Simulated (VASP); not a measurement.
# PbSe (rock salt type) (R3m) in VASP: single point with HSE06

Aim: the single point of PbSe (rock salt type) with HSE06.

Program: VASP 6.6.1. These are calculated values, not measurements. Logs are shortened: lines on timing, memory, paths and dates and some standing lists are left out, and cuts for length are marked.

### Step 1. The cell of the first run

The structure is trigonal, space group R3m (No. 160). The conventional cell has a = 4.391 Å, b = 4.391 Å, c = 10.756 Å, α = 90.00°, β = 90.00°, γ = 120.00°. Pb (site symmetry 3m) has 6 Se at 3.07 to 3.14 Å within 4.0 Å. Within 4.0 Å of Se (site symmetry 3m) lie 6 Pb at 3.07 to 3.14 Å.

### Step 2. Single point, HSE06

Input file POSCAR:

```
PbSe
1.0
    0.0000000000      3.1050000000      3.1050000000
    3.1050000000      0.0000000000      3.1050000000
    3.1050000000      3.1050000000      0.0000000000
Pb Se
1 1
Direct
    0.0055782635      0.0055782635      0.0055782635
    0.5000000000      0.5000000000      0.5000000000
```

Input file INCAR.step1:

```
SYSTEM = PbSe
  PREC = Accurate
  ENCUT = 520
  EDIFF = 1E-5
  ISMEAR = -1
  SIGMA = 0.05
  LREAL = .False.
  LASPH = .True.
  NELM = 80
  ALGO = Normal
  ISIF = 2
  LWAVE = .True.
  LCHARG = .False.
  GGA = PE
  NBANDS = 17
```

Input file INCAR.step2:

```
SYSTEM = PbSe
  PREC = Accurate
  ENCUT = 520
  EDIFF = 1E-6
  ISMEAR = -1
  SIGMA = 0.05
  LREAL = .False.
  LASPH = .True.
  NELM = 80
  ALGO = Normal
  ISIF = 2
  LWAVE = .False.
  LCHARG = .False.
  GGA = PE
  LHFCALC = .True.
  HFSCREEN = 0.2079
  PRECFOCK = Normal
  ISTART = 1
  NBANDS = 17
```

Input file KPOINTS:

```
Automatic mesh
0
Gamma
  4 4 4
  0 0 0
```

Potentials or basis: VASP PAW PBE potentials, release 64 (Pb_d, Se).

Started as:

```
> cat potpaw_PBE.64/Pb_d/POTCAR potpaw_PBE.64/Se/POTCAR > POTCAR
> cp INCAR.step1 INCAR
> mpirun -np 1 vasp_std > vasp.out
> cp INCAR.step2 INCAR
> mpirun -np 1 vasp_std > vasp.out
```

OUTCAR:

```text
SYSTEM = PbSe
   PREC = Accurate
   ENCUT = 520
   EDIFF = 1E-6
   ISMEAR = -1
   LREAL = .False.
   LASPH = .True.
   NELM = 80
   ISIF = 2
   GGA = PE
   LHFCALC = .True.
   HFSCREEN = 0.2079
   PRECFOCK = Normal
   ISTART = 1

 ion  position               nearest neighbor table
   1  0.006  0.006  0.006-   2 3.07   2 3.07   2 3.07   2 3.14   2 3.14   2 3.14
   2  0.500  0.500  0.500-   1 3.07   1 3.07   1 3.07   1 3.14   1 3.14   1 3.14

  LATTYP: Found a face centered cubic cell.
 ALAT       =     6.2100000000

  Lattice vectors:

 A1 = (   0.0000000000,   3.1050000000,   3.1050000000)
 A2 = (   3.1050000000,   0.0000000000,   3.1050000000)
 A3 = (   3.1050000000,   3.1050000000,   0.0000000000)

Analysis of symmetry for initial positions (statically):
=====================================================================
 Subroutine PRICEL returns:
 Original cell was already a primitive cell.

 Routine SETGRP: Setting up the symmetry group for a
 face centered cubic supercell.

 Subroutine GETGRP returns: Found  6 space group operations
 (whereof  6 operations were pure point group operations)
 out of a pool of 48 trial point group operations.

The static configuration has the point symmetry C_3v.

Analysis of symmetry for dynamics (positions and initial velocities):
=====================================================================
 Subroutine PRICEL returns:
 Original cell was already a primitive cell.

 Routine SETGRP: Setting up the symmetry group for a
 face centered cubic supercell.

 Subroutine GETGRP returns: Found  6 space group operations
 (whereof  6 operations were pure point group operations)
 out of a pool of 48 trial point group operations.

The dynamic configuration has the point symmetry C_3v.

 Subroutine INISYM returns: Found  6 space group operations
 (whereof  6 operations are pure point group operations),
 and found     1 'primitive' translations

----------------------------------------------------------------------------------------

                                     Primitive cell

  volume of cell :      59.8708

  direct lattice vectors                    reciprocal lattice vectors
     0.000000000  3.105000000  3.105000000    -0.161030596  0.161030596  0.161030596
     3.105000000  0.000000000  3.105000000     0.161030596 -0.161030596  0.161030596
     3.105000000  3.105000000  0.000000000     0.161030596  0.161030596 -0.161030596

  length of vectors
     4.391133111  4.391133111  4.391133111     0.278913174  0.278913174  0.278913174

  position of ions in fractional coordinates (direct lattice)
     0.005578263  0.005578263  0.005578263
     0.500000000  0.500000000  0.500000000

  ion indices of the primitive-cell ions
   primitive index   ion index
                 1           1
                 2           2

----------------------------------------------------------------------------------------

 KPOINTS: Automatic mesh

Automatic generation of k-mesh.
 Grid dimensions read from file:
 generate k-points for:    4    4    4

 Generating k-lattice:

  Cartesian coordinates                     Fractional coordinates (reciprocal lattice)
    -0.040257649  0.040257649  0.040257649     0.250000000  0.000000000  0.000000000
     0.040257649 -0.040257649  0.040257649     0.000000000  0.250000000  0.000000000
     0.040257649  0.040257649 -0.040257649     0.000000000  0.000000000  0.250000000

  Length of vectors
     0.069728293  0.069728293  0.069728293

  Shift w.r.t. Gamma in fractional coordinates (k-lattice)
     0.000000000  0.000000000  0.000000000

 Subroutine IBZKPT returns following result:
 ===========================================

 Found     13 irreducible k-points:

 Following reciprocal coordinates:
            Coordinates               Weight
  0.000000  0.000000  0.000000      1.000000
  0.250000  0.000000  0.000000      6.000000
  0.250000  0.250000  0.250000      2.000000
  0.500000  0.000000  0.000000      3.000000
  0.500000  0.500000  0.500000      1.000000
  0.250000  0.250000  0.000000      6.000000
  0.500000  0.250000  0.000000     12.000000
  0.250000  0.250000 -0.250000      6.000000
  0.500000  0.250000  0.500000      6.000000
 -0.250000  0.250000  0.000000      6.000000
  0.250000  0.250000  0.500000      6.000000
  0.500000  0.500000  0.000000      3.000000
 -0.250000  0.500000  0.250000      6.000000
   k-points           NKPTS =     13   k-points in BZ     NKDIM =     64   number of bands    NBANDS=     17
   number of dos      NEDOS =    301   number of ions     NIONS =      2
   total plane-waves  NPLWV =  46656
   dimension x,y,z NGX =    36 NGY =   36 NGZ =   36
   dimension x,y,z NGXF=    72 NGYF=   72 NGZF=   72
   ions per type =               1   1
   NGX,Y,Z   is equivalent  to a cutoff of  13.63, 13.63, 13.63 a.u.
   NGXF,Y,Z  is equivalent  to a cutoff of  27.26, 27.26, 27.26 a.u.
 SYSTEM =  PbSe
   PREC   = accura    normal or accurate (medium, high low for compatibility)
   ISTART =      1    job   : 0-new  1-cont  2-samecut
   ICHARG =      0    charge: 1-file 2-atom 10-const
   ISPIN  =      1    spin polarized calculation?
   LNONCOLLINEAR =      F non collinear calculations
   LSORBIT =      F    spin-orbit coupling
   LASPH  =      T    aspherical Exc in radial PAW
   ENCUT  =  520.0 eV  38.22 Ry    6.18 a.u.   8.16  8.16  8.16*2*pi/ulx,y,z
   NELM   =     80;   NELMIN=  2; NELMDL=  0     # of ELM steps
   EDIFF  = 0.1E-05   stopping-criterion for ELM
   LREAL  =      F    real-space projection
   EDIFFG = 0.1E-04   stopping-criterion for IOM
   NSW    =      0    number of steps for IOM
   IBRION =     -1    ionic relax: 0-MD 1-quasi-New 2-CG
   NFREE  =      0    steps in history (QN), initial steepest desc. (CG)
   ISIF   =      2    stress and relaxation
   ISYM   =      3    0-nonsym 1-usesym 2-fastsym
   POTIM  = 0.5000    time-step for ionic-motion
   TEBEG  =    0.0;   TEEND  =   0.0 temperature during run
   PSTRESS=    0.0 pullay stress
   NELECT =      20.0000    total number of electrons
   NUPDOWN=      -1.0000    fix difference up-down
   EMIN   =  10.00;   EMAX   =-10.00  energy-range for DOS
   EFERMI =   0.00;   METHOD = LEGACY
   ISMEAR =    -1;   SIGMA  =   0.05  broadening in eV -4-tet -1-fermi 0-gaus
   EFERMI_NEDOS =   21; number of points for ismear=-14 and -15
   IALGO  =     38    algorithm
   IMIX   =      1    mixing-type and parameters
     AMIX     =   0.40;   BMIX     =  1.00
     AMIX_MAG =   1.60;   BMIX_MAG =  1.00
  volume/ion in A,a.u.               =      29.94       202.01
  Fermi-wavevector in a.u.,A,eV,Ry     =   1.135917  2.146572 17.555695  1.290307
  Thomas-Fermi vector in A             =   2.272622
   LORBIT       =      0    0 simple, 1 ext, 2 COOP (PROOUT), +10 PAW based schemes
   GGA     = PE    functional components
   LHFCALC =     T    Hartree Fock is set to
   PRECFOCK=normal    Normal, Fast or Accurate (Low or Medium for compatibility)
   ENCUT4O =  -1.0   cutoff for four orbital integrals eV
   NKREDX  =     1    reduce k-point grid by
   NKREDY  =     1    reduce k-point grid by
   NKREDZ  =     1    reduce k-point grid by
   AEXX    =    0.2500 exact exchange contribution
   HFSCREEN=    0.2079 screening length (either q_TF or 0.3 A-1)
   HFSCREENC=   0.2079 screening length for correlation (either q_TF or 0.3 A-1)
   ENCUTFOCK=  -1.0 apply spherical cutoff to Coloumb kernel
   IVDW    =     0    specifies the selected vdW correction
   LEPSILON=     F    determine dielectric tensor
   LRPA    =     F    only Hartree local field effects (RPA)
 non-spin polarized calculation
  energy-cutoff  :      520.00
  volume of cell :       59.87
 maximum number of plane-waves:      1639
 NGX is ok and might be reduce to    36
  NGX = 28; NGY = 28; NGZ = 28

 number of electron      19.9999999 magnetization

 Free energy of the ion-electron system (eV)
  ---------------------------------------------------
  ext. energy  EPLUGINS =         0.00000000
  ---------------------------------------------------
  free energy    TOTEN  =        -9.72517961 eV

  energy without entropy =       -9.72516222  energy(sigma->0) =       -9.72517092

 E-fermi :   4.6433     XC(G=0):  -7.7749

 val. band max:        4.2049864964   @ k =   0.5000   0.0000   0.0000
 cond. band min:       5.0828835911   @ k =   0.5000   0.0000   0.0000
 fundamental gap:      0.8778970947
 Fermi energy:         4.6432814703

 k-point     1 :       0.0000    0.0000    0.0000
  band No.  band energies     occupation
      1     -14.3117      2.00000
      2     -14.3117      2.00000
      3     -14.3085      2.00000
      4     -14.3081      2.00000
      5     -14.3081      2.00000
      6     -10.4012      2.00000
[... 9 lines left out ...]
     16      11.5313      0.00000
     17      13.1262      0.00000

 k-point     2 :       0.2500    0.0000    0.0000
  band No.  band energies     occupation
      1     -14.3233      2.00000
      2     -14.3230      2.00000
      3     -14.3066      2.00000
      4     -14.2952      2.00000
      5     -14.2949      2.00000
      6      -9.9501      2.00000
[... 9 lines left out ...]
     16      12.7512      0.00000
     17      16.1318      0.00000

 k-point     3 :       0.2500    0.2500    0.2500
  band No.  band energies     occupation
      1     -14.3229      2.00000
      2     -14.3229      2.00000
      3     -14.3071      2.00000
      4     -14.2950      2.00000
      5     -14.2950      2.00000
      6      -9.9518      2.00000
[... 9 lines left out ...]
     16      12.7533      0.00000
     17      16.1314      0.00000

 k-point     4 :       0.5000    0.0000    0.0000
  band No.  band energies     occupation
      1     -14.3352      2.00000
      2     -14.3347      2.00000
      3     -14.3057      2.00000
      4     -14.2815      2.00000
      5     -14.2812      2.00000
      6      -9.3309      2.00000
[... 9 lines left out ...]
     16      15.3104      0.00000
     17      15.3189      0.00000
[... 123 lines left out ...]
      1     -14.3456      2.00000
      2     -14.3269      2.00000
      3     -14.2993      2.00000
      4     -14.2904      2.00000
      5     -14.2885      2.00000
      6      -9.3814      2.00000
[... 9 lines left out ...]
     16      14.5186      0.00000
     17      15.4044      0.00000

 k-point    12 :       0.5000    0.5000    0.0000
  band No.  band energies     occupation
      1     -14.4215      2.00000
      2     -14.3230      2.00000
      3     -14.2959      2.00000
      4     -14.2710      2.00000
      5     -14.2708      2.00000
      6      -8.9797      2.00000
[... 9 lines left out ...]
     16      16.5086      0.00000
     17      17.7721      0.00000

 k-point    13 :      -0.2500    0.5000    0.2500
  band No.  band energies     occupation
      1     -14.3906      2.00000
      2     -14.3142      2.00000
      3     -14.2979      2.00000
      4     -14.2977      2.00000
      5     -14.2709      2.00000
      6      -8.9491      2.00000
[... 9 lines left out ...]
     16      16.8188      0.00000
     17      17.6569      0.00000

------------------------ aborting loop because EDIFF is reached ----------------------------------------

  FORCE on cell =-STRESS in cart. coord.  units (eV):
  Direction    XX          YY          ZZ          XY          YZ          ZX
  --------------------------------------------------------------------------------------
  -------------------------------------------------------------------------------------
  Total       -0.3571888     -0.3571888     -0.3571888      0.0054733      0.0054733      0.0054733
  in kB       -9.5585860     -9.5585860     -9.5585860      0.1464680      0.1464680      0.1464680
  external PRESSURE =      -9.5585860 kB  Pullay stress =       0.0000000 kB

 VOLUME and BASIS-vectors are now :
 -----------------------------------------------------------------------------
  energy-cutoff  :      520.00
  volume of cell :       59.87
      direct lattice vectors                 reciprocal lattice vectors
     0.000000000  3.105000000  3.105000000    -0.161030596  0.161030596  0.161030596
     3.105000000  0.000000000  3.105000000     0.161030596 -0.161030596  0.161030596
     3.105000000  3.105000000  0.000000000     0.161030596  0.161030596 -0.161030596

 POSITION                                       TOTAL-FORCE (eV/Angst)
 -----------------------------------------------------------------------------------
      0.03464      0.03464      0.03464         0.021250      0.021250      0.021250
      3.10500      3.10500      3.10500        -0.021250     -0.021250     -0.021250
 -----------------------------------------------------------------------------------
    total drift:                               -0.000070     -0.000067     -0.000069

  FREE ENERGIE OF THE ION-ELECTRON SYSTEM (eV)
  ---------------------------------------------------
  free  energy   TOTEN  =        -9.7251796136 eV

  energy  without entropy=       -9.7251622198  energy(sigma->0) =       -9.72517092
```

It took 17 min on 1 thread of Intel Xeon Platinum 8488C (Sapphire Rapids), shared host; peak memory 0.33 GiB.

What came out:

```
Free energy            : -9.7252 eV
Pressure               : -1.0 GPa
Largest force          : 0.037 eV/Å
Band gap on the k mesh : 0.88 eV, direct
```

Forces on the atoms (eV/Å):
```
Pb   0.021  0.021  0.021
Se  -0.021 -0.021 -0.021
```

Levels at points of the mesh, in eV from the valence-band top:
| k point | band 8 | band 9 | band 10 | band 11 | band 12 | band 13 |
| --- | --- | --- | --- | --- | --- | --- |
| (0.00, 0.00, 0.00) | -1.94 | -1.94 | -1.93 | 5.40 | 5.42 | 5.42 |
| (0.50, 0.00, 0.00) | -1.56 | -1.56 | 0.00 | 0.88 | 2.32 | 2.33 |
| (0.50, 0.50, 0.50) | -1.56 | -1.56 | -0.02 | 0.89 | 2.32 | 2.32 |
| (0.50, 0.50, 0.00) | -5.16 | -3.34 | -3.33 | 4.37 | 6.34 | 6.36 |

Caveat: the k points lie up to 0.44 Å⁻¹ apart; the PAW data sets were made with another functional, which shifts forces and pressure a little; spin-orbit coupling is left out, which moves the levels of the heavy elements. A k mesh can miss the band edges.
